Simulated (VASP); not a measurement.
# ZnS (R3m) in VASP: further runs, part 2 of 2

VASP 6.6.1. Earlier steps stand in the parts before.

## (3) Relaxation of cell and atoms, PBE

INCAR reads:

```
SYSTEM = ZnS
PREC     = Accurate       ! precision mode
ENCUT    = 600            ! plane-wave cutoff, eV
EDIFF    = 1E-6           ! SCF threshold, eV
ISMEAR   = 0              ! smearing method
SIGMA    = 0.1            ! smearing width, eV
LREAL    = .False.        ! projectors in reciprocal space
LASPH    = .True.         ! aspherical terms in the spheres
NELM     = 60             ! most SCF steps
ALGO     = Normal         ! electronic algorithm
ISIF     = 3              ! what is computed and relaxed
LWAVE    = .False.        ! write WAVECAR
LCHARG   = .False.        ! write CHGCAR
GGA      = PE             ! functional
IBRION   = 2              ! ionic algorithm
NSW      = 90             ! ionic steps
EDIFFG   = -0.04          ! ionic threshold
```

KPOINTS reads:

```
Automatic mesh
0
Gamma
  6 6 6
  0 0 0
```

POSCAR reads:

```
ZnS
1.0
    1.9484631500      1.1249457200      3.0055281800
   -1.9484631500      1.1249457200      3.0055281800
    0.0000000000     -2.2498914500      3.0055281800
Zn S
1 1
Direct
    0.9850573900      0.9850573900      0.9850573900
    0.7649426100      0.7649426100      0.7649426100
```

Potentials or basis: VASP PAW PBE potentials, release 64 (Zn, S).

Started as:

```
cat potpaw_PBE.64/Zn/POTCAR potpaw_PBE.64/S/POTCAR > POTCAR
mpirun -np 1 vasp_std > vasp.out
```

OUTCAR:

```text
SYSTEM = ZnS
   PREC = Accurate
   ENCUT = 600
   EDIFF = 1E-6
   ISMEAR = 0
   LREAL = .False.
   LASPH = .True.
   NELM = 60
   ISIF = 3
   GGA = PE
   IBRION = 2
   NSW = 90
   EDIFFG = -0.04

 ion  position               nearest neighbor table
   1  0.985  0.985  0.985-   2 1.98   2 2.47   2 2.47   2 2.47
   2  0.765  0.765  0.765-   1 1.98   1 2.47   1 2.47   1 2.47

  LATTYP: Found a trigonal (rhomboedric) cell.
 ALAT       =     3.7543589547
 COS(alpha) =     0.4613051761

  Lattice vectors:

 A1 = (   1.9484631500,   1.1249457200,   3.0055281800)
 A2 = (  -1.9484631500,   1.1249457200,   3.0055281800)
 A3 = (   0.0000000000,  -2.2498914500,   3.0055281800)

Analysis of symmetry for initial positions (statically):
=====================================================================
 Subroutine PRICEL returns:
 Original cell was already a primitive cell.

 Routine SETGRP: Setting up the symmetry group for a
 trigonal (rhombohedral) supercell.

 Subroutine GETGRP returns: Found  6 space group operations
 (whereof  6 operations were pure point group operations)
 out of a pool of 12 trial point group operations.

The static configuration has the point symmetry C_3v.

Analysis of symmetry for dynamics (positions and initial velocities):
=====================================================================
 Subroutine PRICEL returns:
 Original cell was already a primitive cell.

 Routine SETGRP: Setting up the symmetry group for a
 trigonal (rhombohedral) supercell.

 Subroutine GETGRP returns: Found  6 space group operations
 (whereof  6 operations were pure point group operations)
 out of a pool of 12 trial point group operations.

The dynamic configuration has the point symmetry C_3v.

 Subroutine INISYM returns: Found  6 space group operations
 (whereof  6 operations are pure point group operations),
 and found     1 'primitive' translations

----------------------------------------------------------------------------------------

                                     Primitive cell

  volume of cell :      39.5272

  direct lattice vectors                    reciprocal lattice vectors
     1.948463150  1.124945720  3.005528180     0.256612500  0.148155296  0.110906740
    -1.948463150  1.124945720  3.005528180    -0.256612500  0.148155296  0.110906740
     0.000000000 -2.249891450  3.005528180     0.000000000 -0.296310592  0.110906740

  length of vectors
     3.754358955  3.754358955  3.754358957     0.316386270  0.316386270  0.316386270

  position of ions in fractional coordinates (direct lattice)
     0.985057390  0.985057390  0.985057390
     0.764942610  0.764942610  0.764942610

  ion indices of the primitive-cell ions
   primitive index   ion index
                 1           1
                 2           2

----------------------------------------------------------------------------------------

 KPOINTS: Automatic mesh

Automatic generation of k-mesh.
 Grid dimensions read from file:
 generate k-points for:    6    6    6

 Generating k-lattice:

  Cartesian coordinates                     Fractional coordinates (reciprocal lattice)
     0.042768750  0.024692549  0.018484457     0.166666667  0.000000000 -0.000000000
    -0.042768750  0.024692549  0.018484457     0.000000000  0.166666667 -0.000000000
     0.000000000 -0.049385099  0.018484457     0.000000000  0.000000000  0.166666667

  Length of vectors
     0.052731045  0.052731045  0.052731045
[... 65 lines left out ...]
   NELECT =      18.0000    total number of electrons
   NUPDOWN=      -1.0000    fix difference up-down
   EMIN   =  10.00;   EMAX   =-10.00  energy-range for DOS
   EFERMI =   0.00;   METHOD = LEGACY
   ISMEAR =     0;   SIGMA  =   0.10  broadening in eV -4-tet -1-fermi 0-gaus
   EFERMI_NEDOS =   21; number of points for ismear=-14 and -15
   IALGO  =     38    algorithm
   IMIX   =      4    mixing-type and parameters
     AMIX     =   0.40;   BMIX     =  1.00
     AMIX_MAG =   1.60;   BMIX_MAG =  1.00
  volume/ion in A,a.u.               =      19.76       133.37
  Fermi-wavevector in a.u.,A,eV,Ry     =   1.259506  2.380122 21.583690  1.586356
  Thomas-Fermi vector in A             =   2.393063
   LORBIT       =      0    0 simple, 1 ext, 2 COOP (PROOUT), +10 PAW based schemes
   GGA     = PE    functional components
   LHFCALC =     F    Hartree Fock is set to
   AEXX    =    0.0000 exact exchange contribution
   IVDW    =     0    specifies the selected vdW correction
   LEPSILON=     F    determine dielectric tensor
   LRPA    =     F    only Hartree local field effects (RPA)
 conjugate gradient relaxation of ions
 non-spin polarized calculation
 Gauss-broadening in eV      SIGMA  =   0.10
  energy-cutoff  :      600.00
  volume of cell :       39.53
 maximum number of plane-waves:      1339
 NGX is ok and might be reduce to    30
   NGX = 15   NGY = 15   NGZ = 15

--------------------------------------- Ionic step        1  -------------------------------------------

 number of electron      18.0000006 magnetization

 Free energy of the ion-electron system (eV)
  ---------------------------------------------------
  ext. energy  EPLUGINS =         0.00000000
  ---------------------------------------------------
  free energy    TOTEN  =        -6.22571904 eV

  energy without entropy =       -6.22571904  energy(sigma->0) =       -6.22571904

------------------------ aborting loop because EDIFF is reached ----------------------------------------

  FORCE on cell =-STRESS in cart. coord.  units (eV):
  Direction    XX          YY          ZZ          XY          YZ          ZX
  --------------------------------------------------------------------------------------
  -------------------------------------------------------------------------------------
  Total       -0.7452709     -0.7452709      8.3260136      0.0000000     -0.0000000     -0.0000000
  in kB      -30.2084833    -30.2084833    337.4829825      0.0000000     -0.0000004     -0.0000000
  external PRESSURE =      92.3553386 kB  Pullay stress =       0.0000000 kB
[... 89 lines left out ...]
  FREE ENERGIE OF THE ION-ELECTRON SYSTEM (eV)
  ---------------------------------------------------
  free  energy   TOTEN  =        -6.6329587265 eV

  energy  without entropy=       -6.6329587265  energy(sigma->0) =       -6.63295873

[... ionic steps 4 to 12 ...]

--------------------------------------- Ionic step       13  -------------------------------------------

 number of electron      18.0000009 magnetization

------------------------ aborting loop because EDIFF is reached ----------------------------------------
[... 67 lines left out ...]
--------------------------------------- Ionic step       15  -------------------------------------------

 number of electron      18.0000008 magnetization

 Free energy of the ion-electron system (eV)
  ---------------------------------------------------
  ext. energy  EPLUGINS =         0.00000000
  ---------------------------------------------------
  free energy    TOTEN  =        -6.84941481 eV

  energy without entropy =       -6.84941481  energy(sigma->0) =       -6.84941481

 E-fermi :   2.3130     XC(G=0):  -9.5210

 val. band max:        1.8972677900   @ k =   0.0000   0.0000   0.0000
 cond. band min:       3.9107826207   @ k =   0.0000   0.0000   0.0000
 fundamental gap:      2.0135148307
 Fermi energy:         2.3130442806

 k-point     1 :       0.0000    0.0000    0.0000
  band No.  band energies     occupation
      1     -11.0851      2.00000
      2      -4.3551      2.00000
      3      -4.3541      2.00000
      4      -4.3541      2.00000
      5      -3.8833      2.00000
      6      -3.8833      2.00000
      7       1.8971      2.00000
      8       1.8971      2.00000
      9       1.8973      2.00000
     10       3.9108      0.00000
     11       8.3054      0.00000
     12       8.3054      0.00000
     13       8.3096      0.00000
[... 354 lines left out ...]
  band No.  band energies     occupation
      1      -9.8979      2.00000
      2      -4.2566      2.00000
      3      -4.0764      2.00000
      4      -3.9905      2.00000
      5      -3.8609      2.00000
      6      -3.5475      2.00000
      7      -2.5785      2.00000
      8      -0.6226      2.00000
      9      -0.6137      2.00000
     10       6.7645      0.00000
     11       7.1914      0.00000
     12      10.8395      0.00000
     13      10.9004      0.00000

 [... further k-points ...]

------------------------ aborting loop because EDIFF is reached ----------------------------------------

  FORCE on cell =-STRESS in cart. coord.  units (eV):
  Direction    XX          YY          ZZ          XY          YZ          ZX
  --------------------------------------------------------------------------------------
  -------------------------------------------------------------------------------------
  Total       -0.0047609     -0.0047609      0.0151055      0.0000000     -0.0000000      0.0000000
  in kB       -0.1889386     -0.1889386      0.5994717      0.0000000     -0.0000000      0.0000000
  external PRESSURE =       0.0738649 kB  Pullay stress =       0.0000000 kB
[... 17 lines left out ...]
  FREE ENERGIE OF THE ION-ELECTRON SYSTEM (eV)
  ---------------------------------------------------
  free  energy   TOTEN  =        -6.8494148067 eV

  energy  without entropy=       -6.8494148067  energy(sigma->0) =       -6.84941481

 reached required accuracy - stopping structural energy minimisation
```

Run time: 2.9 min. Hardware: 1 thread of Intel Xeon Platinum 8259CL at 2.50GHz (Skylake/Cascade Lake), shared host; peak memory 0.19 GiB.

What came out:

| Property | Result |
| --- | --- |
| Free energy | -6.8494 eV |
| Relaxed volume | 20.19 Å³/atom |
| Relaxed cell | a = 3.850 Å, b = 3.850 Å, c = 3.850 Å, α = 60.01°, β = 60.01°, γ = 60.01° |
| Space group after relaxing (to 0.1 Å) | F-43m (No. 216) |
| Energy gained by relaxing | 311.8 meV/atom |
| Ionic steps | 15 |
| Pressure after relaxing | 0.0 GPa |
| Largest force after relaxing | 0.005 eV/Å |
| Band gap on the k mesh | 2.01 eV |

Forces on the atoms (eV/Å):
```
Zn   0.000  0.000  0.005
S    0.000  0.000 -0.005
```

Step by step:
| step | energy change (eV) | largest force (eV/Å) | pressure (GPa) | volume (Å³) |
| --- | --- | --- | --- | --- |
| 1 | 0.0000 | 4.5679 | 9.24 | 39.53 |
| 2 | -0.3594 | 0.1558 | -2.32 | 45.77 |
| 3 | -0.4072 | 0.1979 | -2.91 | 45.10 |
| 4 | -0.4583 | 0.2253 | -3.34 | 44.44 |
| 5 | -0.6018 | 0.1997 | -2.51 | 42.02 |
| 6 | -0.6003 | 0.3928 | -1.88 | 41.70 |
| 7 | -0.6024 | 0.2631 | -2.35 | 41.90 |
| 8 | -0.6023 | 0.2913 | -2.20 | 41.86 |
| 9 | -0.6187 | 0.1620 | 0.14 | 40.37 |
| 10 | -0.6189 | 0.1481 | 0.28 | 40.23 |
| 11 | -0.6186 | 0.1189 | 0.87 | 39.93 |
| 12 | -0.6190 | 0.1416 | 0.49 | 40.16 |
| 13 | -0.6216 | 0.0774 | 0.30 | 40.27 |
| 14 | -0.6234 | 0.0244 | -0.12 | 40.45 |
| 15 | -0.6237 | 0.0048 | 0.01 | 40.37 |

Final structure:
```yaml
crystal:
  lattice:
    - [1.92548, 1.11168, 3.14347]
    - [-1.92548, 1.11168, 3.14347]
    - [0.00000, -2.22335, 3.14347]
  atoms:
    - { symbol: Zn, position: [0.99997, 0.99997, 0.99997] }
    - { symbol: S, position: [0.75003, 0.75003, 0.75003] }
```
